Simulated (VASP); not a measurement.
# PbO2 (P4_2/mnm) in VASP: further runs

Runs on PbO2. Level: PBE. Tasks: relaxation of shape and atoms at fixed volume.

Program: VASP 6.6.1. These are calculated values, not measurements. Logs are shortened: lines on timing, memory, paths and dates and some standing lists are left out, and cuts for length are marked.

**1. The cell of the first run**

It takes space group P4_2/mnm (No. 136, tetragonal). The conventional cell has a = 4.958 Å, b = 4.958 Å, c = 3.400 Å, α = 90.00°, β = 90.00°, γ = 90.00°. Pb (site symmetry mmm) has 6 O at 2.16 to 2.17 Å within 2.9 Å. Within 2.9 Å of O (site symmetry m2m) lie 3 Pb at 2.16 to 2.17 Å and 1 O at 2.70 Å.

**2. Relaxation of shape and atoms at fixed volume, PBE (13.93 Å³/atom)**

Input file INCAR:

```
SYSTEM = PbO2
  ALGO = Fast
  EDIFF = 1E-6
  EDIFFG = -0.01
  ENCUT = 600
  GGA = PE
  IBRION = 2
  ISIF = 4
  ISMEAR = 0
  LASPH = .True.
  LCHARG = .False.
  LREAL = .False.
  LWAVE = .False.
  NELM = 60
  NSW = 50
  PREC = Accurate
  SIGMA = 0.1
```

Input file KPOINTS:

```
k-points
0
Gamma
  8 8 10
  0 0 0
```

Input file POSCAR:

```
PbO2
1.0
    4.9577927305      0.0000000000      0.0000000000
    0.0000000000      4.9577927305      0.0000000000
    0.0000000000      0.0000000000      3.4004445341
Pb O
2 4
Direct
    0.0000000000      0.0000000000      0.0000000000
    0.5000000000      0.5000000000      0.5000000000
    0.3074044205      0.3074044205      0.0000000000
    0.1925955795      0.8074044205      0.5000000000
    0.6925955795      0.6925955795      0.0000000000
    0.8074044205      0.1925955795      0.5000000000
```

Potentials or basis: VASP PAW PBE potentials, release 64 (Pb_d, O).

Launch:

```bash
$ cat potpaw_PBE.64/Pb_d/POTCAR potpaw_PBE.64/O/POTCAR > POTCAR
$ mpirun -np 1 vasp_std > vasp.out
```

OUTCAR:

```text
SYSTEM = PbO2
   EDIFF = 1E-6
   EDIFFG = -0.01
   ENCUT = 600
   GGA = PE
   IBRION = 2
   ISIF = 4
   ISMEAR = 0
   LASPH = .True.
   LREAL = .False.
   NELM = 60
   NSW = 50
   PREC = Accurate

 ion  position               nearest neighbor table
   1  0.000  0.000  0.000-   3 2.16   5 2.16   4 2.17   6 2.17   4 2.17   6 2.17   2 3.90   2 3.90
                             2 3.90   2 3.90   2 3.90   2 3.90   2 3.90   2 3.90
   2  0.500  0.500  0.500-   4 2.16   6 2.16   5 2.17   3 2.17   3 2.17   5 2.17   1 3.90   1 3.90
                             1 3.90   1 3.90   1 3.90   1 3.90   1 3.90   1 3.90
   3  0.307  0.307  0.000-   1 2.16   2 2.17   2 2.17
   4  0.193  0.807  0.500-   2 2.16   1 2.17   1 2.17
   5  0.693  0.693  0.000-   1 2.16   2 2.17   2 2.17
   6  0.807  0.193  0.500-   2 2.16   1 2.17   1 2.17

  LATTYP: Found a simple tetragonal cell.
 ALAT       =     4.9577927305
 C/A-ratio  =     0.6858787204

  Lattice vectors:

 A1 = (   4.9577927305,   0.0000000000,   0.0000000000)
 A2 = (   0.0000000000,   4.9577927305,   0.0000000000)
 A3 = (   0.0000000000,   0.0000000000,   3.4004445341)

Analysis of symmetry for initial positions (statically):
=====================================================================
 Subroutine PRICEL returns:
 Original cell was already a primitive cell.

 Routine SETGRP: Setting up the symmetry group for a
 simple tetragonal supercell.

 Subroutine GETGRP returns: Found 16 space group operations
 (whereof  8 operations were pure point group operations)
 out of a pool of 16 trial point group operations.

The static configuration has the point symmetry D_2h.
 The point group associated with its full space group is D_4h.

Analysis of symmetry for dynamics (positions and initial velocities):
=====================================================================
 Subroutine PRICEL returns:
 Original cell was already a primitive cell.

 Routine SETGRP: Setting up the symmetry group for a
 simple tetragonal supercell.

 Subroutine GETGRP returns: Found 16 space group operations
 (whereof  8 operations were pure point group operations)
 out of a pool of 16 trial point group operations.

The dynamic configuration has the point symmetry D_2h.
 The point group associated with its full space group is D_4h.

 Subroutine INISYM returns: Found 16 space group operations
 (whereof  8 operations are pure point group operations),
 and found     1 'primitive' translations

----------------------------------------------------------------------------------------

                                     Primitive cell
[... 111 lines left out ...]
   NUPDOWN=      -1.0000    fix difference up-down
   EMIN   =  10.00;   EMAX   =-10.00  energy-range for DOS
   EFERMI =   0.00;   METHOD = LEGACY
   ISMEAR =     0;   SIGMA  =   0.10  broadening in eV -4-tet -1-fermi 0-gaus
   EFERMI_NEDOS =   21; number of points for ismear=-14 and -15
   IALGO  =     68    algorithm
   IMIX   =      4    mixing-type and parameters
     AMIX     =   0.40;   BMIX     =  1.00
     AMIX_MAG =   1.60;   BMIX_MAG =  1.00
  volume/ion in A,a.u.               =      13.93        94.01
  Fermi-wavevector in a.u.,A,eV,Ry     =   1.397564  2.641014 26.574709  1.953186
  Thomas-Fermi vector in A             =   2.520808
   LORBIT       =      0    0 simple, 1 ext, 2 COOP (PROOUT), +10 PAW based schemes
   GGA     = PE    functional components
   LHFCALC =     F    Hartree Fock is set to
   AEXX    =    0.0000 exact exchange contribution
   IVDW    =     0    specifies the selected vdW correction
   LEPSILON=     F    determine dielectric tensor
   LRPA    =     F    only Hartree local field effects (RPA)
 conjugate gradient relaxation of ions
 non-spin polarized calculation
 RMM-DIIS sequential band-by-band and
 Gauss-broadening in eV      SIGMA  =   0.10
  energy-cutoff  :      600.00
  volume of cell :       83.58
 maximum number of plane-waves:      2820
 NGX is ok and might be reduce to    40
   NGX = 19   NGY = 19   NGZ = 13

--------------------------------------- Ionic step        1  -------------------------------------------

 number of electron      52.0000008 magnetization

 Free energy of the ion-electron system (eV)
  ---------------------------------------------------
  ext. energy  EPLUGINS =         0.00000000
  ---------------------------------------------------
  free energy    TOTEN  =       -31.73765339 eV

  energy without entropy =      -31.73583524  energy(sigma->0) =      -31.73674432

------------------------ aborting loop because EDIFF is reached ----------------------------------------

  FORCE on cell =-STRESS in cart. coord.  units (eV):
  Direction    XX          YY          ZZ          XY          YZ          ZX
  --------------------------------------------------------------------------------------
  -------------------------------------------------------------------------------------
  Total        4.1319539      4.1319539      4.9572134      0.0000000      0.0000000      0.0000000
  in kB       79.2051876     79.2051876     95.0245382      0.0000000      0.0000000      0.0000000
  external PRESSURE =      84.4783045 kB  Pullay stress =       0.0000000 kB
[... 147 lines left out ...]
--------------------------------------- Ionic step        5  -------------------------------------------

 number of electron      52.0000002 magnetization

 Free energy of the ion-electron system (eV)
  ---------------------------------------------------
  ext. energy  EPLUGINS =         0.00000000
  ---------------------------------------------------
  free energy    TOTEN  =       -31.74183854 eV

  energy without entropy =      -31.73991448  energy(sigma->0) =      -31.74087651

 E-fermi :   4.4087     XC(G=0): -10.7064

 val. band max:        4.4005026680   @ k =   0.1250   0.0000   0.0000
 cond. band min:       4.4582134763   @ k =   0.0000   0.0000   0.0000
 fundamental gap:      0.0577108082
 Fermi energy:         4.4086582270

 k-point     1 :       0.0000    0.0000    0.0000
  band No.  band energies     occupation
      1     -13.9437      2.00000
      2     -13.8273      2.00000
      3     -12.1421      2.00000
      4     -12.1421      2.00000
      5     -11.1651      2.00000
      6     -10.9498      2.00000
[... 805 lines left out ...]
     30      11.2163      0.00000
     31      14.1194      0.00000

 [... further k-points ...]

------------------------ aborting loop because EDIFF is reached ----------------------------------------

  FORCE on cell =-STRESS in cart. coord.  units (eV):
  Direction    XX          YY          ZZ          XY          YZ          ZX
  --------------------------------------------------------------------------------------
  -------------------------------------------------------------------------------------
  Total        4.1743405      4.1743405      4.1893433     -0.0000000      0.0000000      0.0000000
  in kB       80.0176934     80.0176934     80.3052804     -0.0000000      0.0000000      0.0000000
  external PRESSURE =      80.1135557 kB  Pullay stress =       0.0000000 kB
[... 21 lines left out ...]
  FREE ENERGIE OF THE ION-ELECTRON SYSTEM (eV)
  ---------------------------------------------------
  free  energy   TOTEN  =       -31.7418385443 eV

  energy  without entropy=      -31.7399144808  energy(sigma->0) =      -31.74087651

 reached required accuracy - stopping structural energy minimisation
```

OSZICAR:

```text
N       E                     dE             d eps       ncg     rms          rms(c)
DAV:   1     0.732159413696E+03    0.73216E+03   -0.28727E+04  5588   0.226E+03
DAV:   2     0.666810043575E+02   -0.66548E+03   -0.64183E+03  6142   0.592E+02
[... 43 lines left out ...]
DAV:   1    -0.317419991258E+02   -0.24381E-03   -0.38495E-02  6113   0.144E+00    0.949E-02
RMM:   2    -0.317418966846E+02    0.10244E-03   -0.80465E-04  6345   0.263E-01    0.544E-02
RMM:   3    -0.317418342030E+02    0.62482E-04   -0.29471E-04  6250   0.130E-01    0.860E-03
RMM:   4    -0.317418379529E+02   -0.37499E-05   -0.72290E-05  7139   0.735E-02    0.492E-03
RMM:   5    -0.317418383660E+02   -0.41315E-06   -0.13282E-05  5807   0.280E-02    0.164E-03
RMM:   6    -0.317418385443E+02   -0.17831E-06   -0.20835E-06  3460   0.139E-02
   5 F= -.31741839E+02 E0= -.31740877E+02  d E =-.486527E-03
```

CONTCAR:

```text
PbO2
   1.00000000000000
     4.9353222466515554    0.0000000000000000    0.0000000000000000
     0.0000000000000000    4.9353222466515554    0.0000000000000000
     0.0000000000000000    0.0000000000000000    3.4314794195192624
  Pb              O
     2     4
Direct
     0.0000000000000000    0.0000000000000000    0.0000000000000000
     0.5000000000000000    0.5000000000000000    0.5000000000000000
     0.3070099028890181    0.3070099028890181    0.0000000000000000
     0.1929900971109819    0.8070099028890180    0.5000000000000000
     0.6929900971109820    0.6929900971109820    0.0000000000000000
     0.8070099028890180    0.1929900971109819    0.5000000000000000

  0.00000000E+00  0.00000000E+00  0.00000000E+00
  0.00000000E+00  0.00000000E+00  0.00000000E+00
  0.00000000E+00  0.00000000E+00  0.00000000E+00
  0.00000000E+00  0.00000000E+00  0.00000000E+00
  0.00000000E+00  0.00000000E+00  0.00000000E+00
  0.00000000E+00  0.00000000E+00  0.00000000E+00
```

Run time: 15 min. Hardware: 1 thread of Oxide Virtual Turin-like, shared host; peak memory 0.34 GiB.

What came out:

| Property | Result |
| --- | --- |
| Free energy | -31.7418 eV |
| Energy gained by relaxing | 0.7 meV/atom |
| Ionic steps | 5 |
| Pressure after relaxing | 8.0 GPa |
| Largest force after relaxing | 0.003 eV/Å |
| Band gap on the k mesh | 0.04 eV |

Forces in eV/Å, atoms in the order of the input:
```
Pb   0.000  0.000  0.000
Pb   0.000  0.000  0.000
O    0.002  0.002  0.000
O   -0.002  0.002  0.000
O   -0.002 -0.002  0.000
O    0.002 -0.002  0.000
```

The path:
```
step  energy change (eV)  largest force (eV/Å)  pressure (GPa)  volume (Å³)
   1              0.0000                0.0778            8.45        83.58
   2             -0.0032                0.0029            8.20        83.58
   3             -0.0037                0.0457            8.07        83.58
   4             -0.0041                0.0183            8.03        83.58
   5             -0.0042                0.0033            8.01        83.58
```

Final structure:
```
Pb O
1.0
     4.93532    0.00000    0.00000
     0.00000    4.93532    0.00000
     0.00000    0.00000    3.43148
Pb O
2 4
Direct
  0.00000 0.00000 0.00000
  0.50000 0.50000 0.50000
  0.30701 0.30701 0.00000
  0.19299 0.80701 0.50000
  0.69299 0.69299 0.00000
  0.80701 0.19299 0.50000
```

Caveat: the smearing spreads over this small gap; spin-orbit coupling is left out, which moves the levels of the heavy elements. A k mesh can miss the band edges.

**3. Relaxation of shape and atoms at fixed volume, PBE (14.37 Å³/atom)**

This run uses another cell than the first one, of 14.37 Å³/atom.

Input file INCAR:

```
PREC     = Accurate       # precision mode
ENCUT    = 600            # plane-wave cutoff, eV
EDIFF    = 1E-6           # SCF threshold, eV
ISMEAR   = 0              # smearing method
SIGMA    = 0.1            # smearing width, eV
LREAL    = False          # projectors in reciprocal space
LASPH    = True           # aspherical terms in the spheres
NELM     = 60             # most SCF steps
ALGO     = Fast           # electronic algorithm
ISIF     = 4              # what is computed and relaxed
LWAVE    = False          # write WAVECAR
LCHARG   = False          # write CHGCAR
GGA      = PE             # functional
IBRION   = 2              # ionic algorithm
NSW      = 50             # ionic steps
EDIFFG   = -0.01          # ionic threshold
```

Input file KPOINTS:

```
regular mesh
0
Gamma
  8 8 10
```

Input file POSCAR:

```
PbO2
1.0
    5.0306783194      0.0000000000      0.0000000000
    0.0000000000      5.0306783194      0.0000000000
    0.0000000000      0.0000000000      3.4080284620
Pb O
2 4
Direct
    0.0000000000      0.0000000000      0.0000000000
    0.5000000000      0.5000000000      0.5000000000
    0.3079753838      0.3079753838      0.0000000000
    0.1920246162      0.8079753838      0.5000000000
    0.6920246162      0.6920246162      0.0000000000
    0.8079753838      0.1920246162      0.5000000000
```

Potentials or basis: VASP PAW PBE potentials, release 64 (Pb_d, O).

Launch:

```bash
$ cat potpaw_PBE.64/Pb_d/POTCAR potpaw_PBE.64/O/POTCAR > POTCAR
$ mpirun -np 1 vasp_std > vasp.out
```

It took 15 min on 1 thread of Oxide Virtual Turin-like, shared host; peak memory 0.35 GiB.

It converged, with:

| Item | Value |
| --- | --- |
| Free energy | -31.8427 eV |
| Energy gained by relaxing | 0.8 meV/atom |
| Ionic steps | 5 |
| Pressure after relaxing | 3.6 GPa |
| Band gap on the k mesh | 0.05 eV (least direct gap 0.10 eV) |

The path:
| step | energy change (eV) | largest force (eV/Å) | pressure (GPa) | volume (Å³) |
| --- | --- | --- | --- | --- |
| 1 | 0.0000 | 0.0883 | 4.10 | 86.25 |
| 2 | -0.0036 | 0.0129 | 3.83 | 86.25 |
| 3 | -0.0043 | 0.0363 | 3.66 | 86.25 |
| 4 | -0.0046 | 0.0132 | 3.64 | 86.25 |
| 5 | -0.0046 | 0.0002 | 3.62 | 86.25 |

Final structure:
```xyz
6
Lattice="5.0072 0.0000 0.0000 0.0000 5.0072 0.0000 0.0000 0.0000 3.4401" Properties=species:S:1:pos:R:3 pbc="T T T"
Pb    0.0000    0.0000    0.0000
Pb    2.5036    2.5036    1.7200
O     1.5390    1.5390    0.0000
O     0.9646    4.0426    1.7200
O     3.4682    3.4682    0.0000
O     4.0426    0.9646    1.7200
```

Levels at points of the mesh, in eV from the valence-band top:
| k point | band 23 | band 24 | band 25 | band 26 | band 27 | band 28 | band 29 | band 30 |
| --- | --- | --- | --- | --- | --- | --- | --- | --- |
| (0.00, 0.00, 0.00) | -0.60 | -0.60 | -0.54 | -0.54 | 0.11 | 4.11 | 5.83 | 5.83 |
| (0.50, 0.00, 0.00) | -0.64 | -0.64 | -0.34 | -0.34 | 2.33 | 2.33 | 6.43 | 6.43 |
| (0.50, 0.50, 0.00) | -0.66 | -0.66 | -0.43 | -0.43 | 2.71 | 2.71 | 6.68 | 6.68 |
| (0.00, 0.00, 0.50) | -1.05 | -1.05 | -0.73 | -0.73 | 3.63 | 3.63 | 8.84 | 8.84 |
| (0.50, 0.00, 0.50) | -0.72 | -0.72 | -0.19 | -0.19 | 3.94 | 3.94 | 7.28 | 7.28 |
| (0.50, 0.50, 0.50) | -0.62 | -0.62 | -0.47 | -0.47 | 2.73 | 2.73 | 8.31 | 8.31 |

Caveat: the smearing spreads over this small gap; spin-orbit coupling is left out, which moves the levels of the heavy elements. A k mesh can miss the band edges.

The gap in the log of VASP goes by the Fermi energy; the results here count the filled bands.